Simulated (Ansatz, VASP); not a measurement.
# One calculation of KF, two programs

```
K F
1.0
    -0.01327    2.64755    2.64755
     2.64755   -0.01327    2.64755
     2.64755    2.64755   -0.01327
K F
1 1
Direct
  0.00000 0.00000 0.00000
  0.50000 0.50000 0.50000
```

Change from the starting cell: equal xy, yz and zx engineering shears of -0.5 %.

Alike in both runs: task relaxation of the atoms; functional PBEsol; k mesh 8 × 8 × 8; no spin polarisation.

```csv
,VASP,Ansatz
version,VASP 6.6.1,Ansatz 0.2.0
potentials or method,"VASP PAW PBE potentials, release 64 (K_sv, F), cutoff 520 eV","all-electron LAPW, scalar-relativistic"
occupations,"gaussian, width 0.01 eV",fixed
```

|  | VASP | Ansatz | Ansatz less VASP |
| --- | --- | --- | --- |
| gap on the k mesh at the Fermi level, each at its own relaxed structure (eV) | 6.12 | 6.14 | +0.012 |

VASP's potentials were made for PBE, not for PBEsol. Ansatz ran all-electron here, and VASP with PAW potentials.

Noted on VASP's run: the relaxation stopped at its first step, so nothing moved.
